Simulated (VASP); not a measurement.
# KI (Fm-3m) in VASP: notebook, part 2 of 3

VASP 6.6.1.

## Step 4: Vibrations by perturbation theory, LDA

This run uses another cell than the first one, of 39.70 Å³/atom, 1.031 times its volume.

The input, INCAR:

```
SYSTEM = KI
ALGO = Normal ; EDIFF = 1E-8
ENCUT = 520 ; IBRION = 8
ISIF = 2 ; ISMEAR = 0
LASPH = .TRUE. ; LCHARG = .FALSE.
LREAL = .FALSE. ; LWAVE = .FALSE.
NELM = 60 ; NSW = 1
PREC = Accurate ; SIGMA = 0.01
```

The input, KPOINTS:

```
k-points
0
G
  6 6 6
  0 0 0
```

The input, POSCAR:

```
KI
1.0
    0.0000000000      3.4114757659      3.4114757659
    3.4114757659      0.0000000000      3.4114757659
    3.4114757659      3.4114757659      0.0000000000
K I
1 1
Direct
    0.0000000000      0.0000000000      0.0000000000
    0.5000000000      0.5000000000      0.5000000000
```

Potentials or basis: VASP PAW LDA potentials, release 64 (K_sv, I).

On the command line:

```bash
$ cat potpaw_LDA.64/K_sv/POTCAR potpaw_LDA.64/I/POTCAR > POTCAR
$ mpirun -np 1 vasp_std > vasp.out
```

OUTCAR:

```text
SYSTEM = KI
   EDIFF = 1E-8
   ENCUT = 520
   IBRION = 8
   ISIF = 2
   ISMEAR = 0
   LASPH = .TRUE.
   LREAL = .FALSE.
   NELM = 60
   NSW = 1
   PREC = Accurate

 ion  position               nearest neighbor table
   1  0.000  0.000  0.000-   2 3.41   2 3.41   2 3.41   2 3.41   2 3.41   2 3.41
   2  0.500  0.500  0.500-   1 3.41   1 3.41   1 3.41   1 3.41   1 3.41   1 3.41

  LATTYP: Found a face centered cubic cell.
 ALAT       =     6.8229515318

  Lattice vectors:

 A1 = (   0.0000000000,   3.4114757659,   3.4114757659)
 A2 = (   3.4114757659,   0.0000000000,   3.4114757659)
 A3 = (   3.4114757659,   3.4114757659,   0.0000000000)

Analysis of symmetry for initial positions (statically):
=====================================================================
 Subroutine PRICEL returns:
 Original cell was already a primitive cell.

 Routine SETGRP: Setting up the symmetry group for a
 face centered cubic supercell.

 Subroutine GETGRP returns: Found 48 space group operations
 (whereof 48 operations were pure point group operations)
 out of a pool of 48 trial point group operations.

The static configuration has the point symmetry O_h .

Analysis of symmetry for dynamics (positions and initial velocities):
=====================================================================
 Subroutine PRICEL returns:
 Original cell was already a primitive cell.

 Routine SETGRP: Setting up the symmetry group for a
 face centered cubic supercell.

 Subroutine GETGRP returns: Found 48 space group operations
 (whereof 48 operations were pure point group operations)
 out of a pool of 48 trial point group operations.

The dynamic configuration has the point symmetry O_h .

 Subroutine INISYM returns: Found 48 space group operations
 (whereof 48 operations are pure point group operations),
 and found     1 'primitive' translations

----------------------------------------------------------------------------------------

                                     Primitive cell

  volume of cell :      79.4066

  direct lattice vectors                    reciprocal lattice vectors
     0.000000000  3.411475766  3.411475766    -0.146564137  0.146564137  0.146564137
     3.411475766  0.000000000  3.411475766     0.146564137 -0.146564137  0.146564137
     3.411475766  3.411475766  0.000000000     0.146564137  0.146564137 -0.146564137

  length of vectors
     4.824555296  4.824555296  4.824555296     0.253856531  0.253856531  0.253856531

  position of ions in fractional coordinates (direct lattice)
     0.000000000  0.000000000  0.000000000
     0.500000000  0.500000000  0.500000000

[... 126 lines left out ...]
      1     -28.0146      2.00000
      2     -11.7564      2.00000
      3     -11.7564      2.00000
      4     -11.7564      2.00000
      5     -10.7783      2.00000
      6      -0.0321      2.00000
      7      -0.0321      2.00000
      8      -0.0321      2.00000
      9       3.8407      0.00000
     10       6.1846      0.00000
     11       6.1846      0.00000
     12       6.1846      0.00000
[... 213 lines left out ...]
      1     -28.0090      2.00000
      2     -11.8501      2.00000
      3     -11.8237      2.00000
      4     -11.7998      2.00000
      5     -10.4856      2.00000
      6      -1.0955      2.00000
      7      -0.7249      2.00000
      8      -0.7247      2.00000
      9       5.3128      0.00000
     10       6.3803      0.00000
     11       7.3130      0.00000
     12       8.4215      0.00000

------------------------ aborting loop because EDIFF is reached ----------------------------------------

  FORCE on cell =-STRESS in cart. coord.  units (eV):
  Direction    XX          YY          ZZ          XY          YZ          ZX
  --------------------------------------------------------------------------------------
  -------------------------------------------------------------------------------------
  Total        0.0122642      0.0122642      0.0122642     -0.0000000     -0.0000000      0.0000000
  in kB        0.2474528      0.2474528      0.2474528     -0.0000000     -0.0000000      0.0000000
  external PRESSURE =       0.2474528 kB  Pullay stress =       0.0000000 kB

 VOLUME and BASIS-vectors are now :
 -----------------------------------------------------------------------------
  energy-cutoff  :      520.00
  volume of cell :       79.41
      direct lattice vectors                 reciprocal lattice vectors
     0.000000000  3.411475766  3.411475766    -0.146564137  0.146564137  0.146564137
     3.411475766  0.000000000  3.411475766     0.146564137 -0.146564137  0.146564137
     3.411475766  3.411475766  0.000000000     0.146564137  0.146564137 -0.146564137

 POSITION                                       TOTAL-FORCE (eV/Angst)
 -----------------------------------------------------------------------------------
      0.00000      0.00000      0.00000         0.000000     -0.000000     -0.000000
      3.41148      3.41148      3.41148         0.000000      0.000000      0.000000
 -----------------------------------------------------------------------------------
    total drift:                                0.000000      0.000000      0.000000

  FREE ENERGIE OF THE ION-ELECTRON SYSTEM (eV)
  ---------------------------------------------------
  free  energy   TOTEN  =        -6.1661518885 eV

  energy  without entropy=       -6.1661518885  energy(sigma->0) =       -6.16615189

[... ionic steps 2 to 3 ...]

--------------------------------------- Ionic step        4  -------------------------------------------

------------------------ aborting loop because EDIFF is reached ----------------------------------------

[... ionic steps 5 to 6 ...]

--------------------------------------- Ionic step        7  -------------------------------------------

 Free energy of the ion-electron system (eV)
  ---------------------------------------------------
  ---------------------------------------------------
  free energy    TOTEN  =        -0.08664651 eV

  energy without entropy =       -0.08664651

------------------------ aborting loop because EDIFF is reached ----------------------------------------

 INTERNAL STRAIN TENSOR  FOR ION    2  DIRECTION 1   (eV/Angst):
 -----------------------------------------------------------------------------
     0.00427  0.00000  0.00000
     0.00000  0.00076 -0.00000
    -0.00000 -0.00000  0.00076

 INTERNAL STRAIN TENSOR FOR ION    2 for displacements in x,y,z  (eV/Angst):
          X           Y           Z          XY          YZ          ZX
  --------------------------------------------------------------------------------
  x     0.00000     0.00000     0.00000     0.00000     0.00000     0.00000
  y     0.00000     0.00000     0.00000     0.00000     0.00000     0.00000
  z     0.00000     0.00000     0.00000     0.00000     0.00000     0.00000

 SECOND DERIVATIVES (NOT SYMMETRIZED)
 ------------------------------------
               1X          1Y          1Z          2X          2Y          2Z
  1X    -1.466774    0.000000    0.000000    1.466774    0.000000    0.000000
  1Y     0.000000   -1.466774    0.000000    0.000000    1.466774    0.000000
  1Z     0.000000    0.000000   -1.466774    0.000000    0.000000    1.466774
  2X     1.463804    0.000000    0.000000   -1.463804    0.000000    0.000000
  2Y     0.000000    1.463804    0.000000    0.000000   -1.463804    0.000000
  2Z     0.000000    0.000000    1.463804    0.000000    0.000000   -1.463804

 Eigenvectors and eigenvalues of the dynamical matrix
 ----------------------------------------------------

   1 f  =    3.462347 THz    21.754567 2PiTHz  115.491461 cm-1    14.319110 meV
             X         Y         Z           dx          dy          dz
      0.000000  0.000000  0.000000    -0.874550    0.000000    0.000000
      3.411476  3.411476  3.411476     0.484936    0.000000    0.000000
[... 21 lines left out ...]
   6 f/i=    0.001488 THz     0.009351 2PiTHz    0.049640 cm-1     0.006155 meV
             X         Y         Z           dx          dy          dz
      0.000000  0.000000  0.000000     0.000000   -0.484936    0.000000
      3.411476  3.411476  3.411476     0.000000   -0.874550    0.000000

--------------------------------------------------------------------------------------------------------

 ELASTIC MODULI CONTR FROM IONIC RELAXATION (kBar)
 Direction    XX          YY          ZZ          XY          YZ          ZX
 --------------------------------------------------------------------------------
 XX           0.0000      0.0000      0.0000      0.0000      0.0000      0.0000
 YY           0.0000      0.0000      0.0000      0.0000      0.0000      0.0000
 ZZ           0.0000      0.0000      0.0000      0.0000      0.0000      0.0000
 XY           0.0000      0.0000      0.0000      0.0000      0.0000      0.0000
 YZ           0.0000      0.0000      0.0000      0.0000      0.0000      0.0000
 ZX           0.0000      0.0000      0.0000      0.0000      0.0000      0.0000
 --------------------------------------------------------------------------------
```

stdout:

```text
POSCAR found type information on POSCAR K I
 POSCAR found :  2 types and       2 ions
 scaLAPACK will be used
 LDA part: xc-table for (Slater(with rela. corr.)+CA(PZ))
 , standard interpolation
 POSCAR, INCAR and KPOINTS ok, starting setup
 FFT: planning ... GRIDC
 FFT: planning ... GRID_SOFT
 FFT: planning ... GRID
 WAVECAR not read
 entering main loop
 Linear response reoptimize wavefunctions to high precision
 Linear response DOF=           2
 Linear response progress:
 first order change of Fermi-energy   0.19030E+00
 force on displaced ion       1 direction 1 :  -1.467   0.000   0.000
 Linear response progress:
 first order change of Fermi-energy  -0.18352E+00
 force on displaced ion       2 direction 1 :  -1.464   0.000   0.000
 Linear response finished
```

It took 63 s on 1 thread of Intel Xeon 6975P-C (Granite Rapids), shared host; peak memory 0.25 GiB.

What came out:

| Item | Value |
| --- | --- |
| Highest phonon frequency at Γ, LO-TO splitting left out | 115 cm⁻¹ |

Phonon frequencies in cm⁻¹ (negative: imaginary):
```tsv
q point	frequencies
(0.000, 0.000, 0.000)	0 0 0 115 115 115
```

Caveat: spin-orbit coupling is left out, which moves the levels of the heavy elements.

## Step 5: Vibrations by perturbation theory, LDA

This run uses another cell than the first one, of 39.70 Å³/atom, 1.031 times its volume.

The input, INCAR:

```
SYSTEM = KI
PREC     = Accurate       ! precision mode
ENCUT    = 520            ! plane-wave cutoff, eV
EDIFF    = 1E-8           ! SCF threshold, eV
ISMEAR   = 0              ! smearing method
SIGMA    = 0.01           ! smearing width, eV
LREAL    = .FALSE.        ! projectors in reciprocal space
LASPH    = .TRUE.         ! aspherical terms in the spheres
NELM     = 100            ! most SCF steps
ALGO     = Normal         ! electronic algorithm
ISIF     = 2              ! what is computed and relaxed
LWAVE    = .FALSE.        ! write WAVECAR
LCHARG   = .TRUE.         ! write CHGCAR
GGA      = CA             ! functional
NBANDS   = 15             ! bands
IBRION   = 8              ! ionic algorithm
NSW      = 1              ! ionic steps
LEPSILON = .TRUE.         ! dielectric tensor by DFPT
```

The input, KPOINTS:

```
Automatic mesh
0
G
  6 6 6
  0 0 0
```

POSCAR is that of step 4.

Potentials or basis: VASP PAW LDA potentials, release 64 (K_sv, I).

On the command line:

```bash
$ cat potpaw_LDA.64/K_sv/POTCAR potpaw_LDA.64/I/POTCAR > POTCAR
$ mpirun -np 1 vasp_std > vasp.out
```

OUTCAR:

```text
SYSTEM = KI
   PREC = Accurate
   ENCUT = 520
   EDIFF = 1E-8
   ISMEAR = 0
   LREAL = .FALSE.
   LASPH = .TRUE.
   NELM = 100
   ISIF = 2
   GGA = CA
   IBRION = 8
   NSW = 1
   LEPSILON = .TRUE.

 ion  position               nearest neighbor table
   1  0.000  0.000  0.000-   2 3.41   2 3.41   2 3.41   2 3.41   2 3.41   2 3.41
   2  0.500  0.500  0.500-   1 3.41   1 3.41   1 3.41   1 3.41   1 3.41   1 3.41

  LATTYP: Found a face centered cubic cell.
 ALAT       =     6.8229515318

  Lattice vectors:

 A1 = (   0.0000000000,   3.4114757659,   3.4114757659)
 A2 = (   3.4114757659,   0.0000000000,   3.4114757659)
 A3 = (   3.4114757659,   3.4114757659,   0.0000000000)

Analysis of symmetry for initial positions (statically):
=====================================================================
 Subroutine PRICEL returns:
 Original cell was already a primitive cell.

 Routine SETGRP: Setting up the symmetry group for a
 face centered cubic supercell.

 Subroutine GETGRP returns: Found 48 space group operations
 (whereof 48 operations were pure point group operations)
 out of a pool of 48 trial point group operations.

The static configuration has the point symmetry O_h .

Analysis of symmetry for dynamics (positions and initial velocities):
=====================================================================
 Subroutine PRICEL returns:
 Original cell was already a primitive cell.

 Routine SETGRP: Setting up the symmetry group for a
 face centered cubic supercell.
[... 535 lines left out ...]

 PIEZOELECTRIC TENSOR (including local field effects)  for field in x, y, z        (C/m^2)
          XX          YY          ZZ          XY          YZ          ZX
  --------------------------------------------------------------------------------
  x     0.00000     0.00000     0.00000     0.00000     0.00000     0.00000
  y     0.00000     0.00000     0.00000     0.00000     0.00000     0.00000
  z     0.00000     0.00000     0.00000     0.00000     0.00000     0.00000

 BORN EFFECTIVE CHARGES (including local field effects) (in |e|, cummulative output)
 ---------------------------------------------------------------------------------
 ion    1
    1     1.10614     0.00000     0.00000
    2    -0.00000     1.10614     0.00000
    3     0.00000     0.00000     1.10614
 ion    2
    1    -1.10614    -0.00000     0.00000
    2     0.00000    -1.10614     0.00000
    3     0.00000     0.00000    -1.10614

 INTERNAL STRAIN TENSOR FOR ION    2 for displacements in x,y,z  (eV/Angst):
          X           Y           Z          XY          YZ          ZX
  --------------------------------------------------------------------------------
  x     0.00000     0.00000     0.00000     0.00000     0.00000     0.00000
  y     0.00000     0.00000     0.00000     0.00000     0.00000     0.00000
  z     0.00000     0.00000     0.00000     0.00000     0.00000     0.00000

 SECOND DERIVATIVES (NOT SYMMETRIZED)
 ------------------------------------
               1X          1Y          1Z          2X          2Y          2Z
  1X    -1.466874    0.000000    0.000000    1.466874    0.000000    0.000000
  1Y     0.000000   -1.466874    0.000000    0.000000    1.466874    0.000000
  1Z     0.000000    0.000000   -1.466874    0.000000    0.000000    1.466874
  2X     1.464136    0.000000    0.000000   -1.464136    0.000000    0.000000
  2Y     0.000000    1.464136    0.000000    0.000000   -1.464136    0.000000
  2Z     0.000000    0.000000    1.464136    0.000000    0.000000   -1.464136

 Eigenvectors and eigenvalues of the dynamical matrix
 ----------------------------------------------------

   1 f  =    3.462529 THz    21.755712 2PiTHz  115.497540 cm-1    14.319863 meV
             X         Y         Z           dx          dy          dz
      0.000000  0.000000  0.000000     0.000000    0.000000    0.874533
      3.411476  3.411476  3.411476     0.000000    0.000000   -0.484965
[... 21 lines left out ...]
   6 f/i=    0.001372 THz     0.008619 2PiTHz    0.045755 cm-1     0.005673 meV
             X         Y         Z           dx          dy          dz
      0.000000  0.000000  0.000000    -0.302565    0.287395    0.247082
      3.411476  3.411476  3.411476    -0.545614    0.518257    0.445560

--------------------------------------------------------------------------------------------------------

 MACROSCOPIC STATIC DIELECTRIC TENSOR IONIC CONTRIBUTION
 ------------------------------------------------------
           1.902565    -0.000000     0.000000
          -0.000000     1.902565    -0.000000
           0.000000    -0.000000     1.902565
 ------------------------------------------------------

 ELASTIC MODULI CONTR FROM IONIC RELAXATION (kBar)
 Direction    XX          YY          ZZ          XY          YZ          ZX
 --------------------------------------------------------------------------------
 XX           0.0000      0.0000      0.0000      0.0000      0.0000      0.0000
 YY           0.0000      0.0000      0.0000      0.0000      0.0000      0.0000
 ZZ           0.0000      0.0000      0.0000      0.0000      0.0000      0.0000
 XY           0.0000      0.0000      0.0000      0.0000      0.0000      0.0000
 YZ           0.0000      0.0000      0.0000      0.0000      0.0000      0.0000
 ZX           0.0000      0.0000      0.0000      0.0000      0.0000      0.0000
 --------------------------------------------------------------------------------

 PIEZOELECTRIC TENSOR IONIC CONTR  for field in x, y, z        (C/m^2)
          XX          YY          ZZ          XY          YZ          ZX
  --------------------------------------------------------------------------------
  x     0.00000     0.00000     0.00000     0.00000     0.00000     0.00000
  y     0.00000     0.00000     0.00000     0.00000     0.00000     0.00000
  z     0.00000     0.00000     0.00000     0.00000     0.00000     0.00000
```

stdout:

```text
POSCAR found type information on POSCAR K I
 POSCAR found :  2 types and       2 ions
 scaLAPACK will be used
 LDA part: xc-table for (Slater(with rela. corr.)+CA(PZ))
 , standard interpolation
 POSCAR, INCAR and KPOINTS ok, starting setup
 FFT: planning ... GRIDC
 FFT: planning ... GRID_SOFT
 FFT: planning ... GRID
[... 24 lines left out ...]
 Linear response to external field, progress :
  Direction:   3
 dielectric tensor                  component  3 :     0.011     0.121     3.123
 Linear response DOF=           2
 Linear response progress:
 first order change of Fermi-energy   0.56197E-05
 force on displaced ion       1 direction 1 :  -1.467   0.000   0.000
 Born effective charge ion    1 direction 1 :   1.106   0.000   0.000
 Linear response progress:
 first order change of Fermi-energy   0.46089E-04
 force on displaced ion       2 direction 1 :  -1.464   0.000   0.000
 Born effective charge ion    2 direction 1 :  -1.107   0.000   0.000
 Born effective charges drift removed
 Linear response finished
```

Run time: 3.8 min. Hardware: 1 thread of Intel Xeon 6975P-C (Granite Rapids), shared host; peak memory 0.26 GiB.

What came out:

```yaml
Electronic_dielectric_tensor_diagonal: 3.12
Born_charges_mean_of_the_diagonal: K +1.11; I -1.11 e
Highest_phonon_frequency_at_Γ_LO-TO_splitting_left_out: 115 cm⁻¹
```

Phonon frequencies in cm⁻¹ (negative: imaginary):
```tsv
q point	frequencies
(0.000, 0.000, 0.000)	0 0 0 115 115 115
```

Electronic dielectric tensor:
```
3.12 0.00 0.00
0.00 3.12 0.00
0.00 0.00 3.12
```

Born effective charge tensors (e):
atom 1, K
```
1.11 0.00 0.00
0.00 1.11 0.00
0.00 0.00 1.11
```
atom 2, I
```
-1.11  0.00  0.00
 0.00 -1.11  0.00
 0.00  0.00 -1.11
```

Caveat: spin-orbit coupling is left out, which moves the levels of the heavy elements.

[end of part 2 of 3]
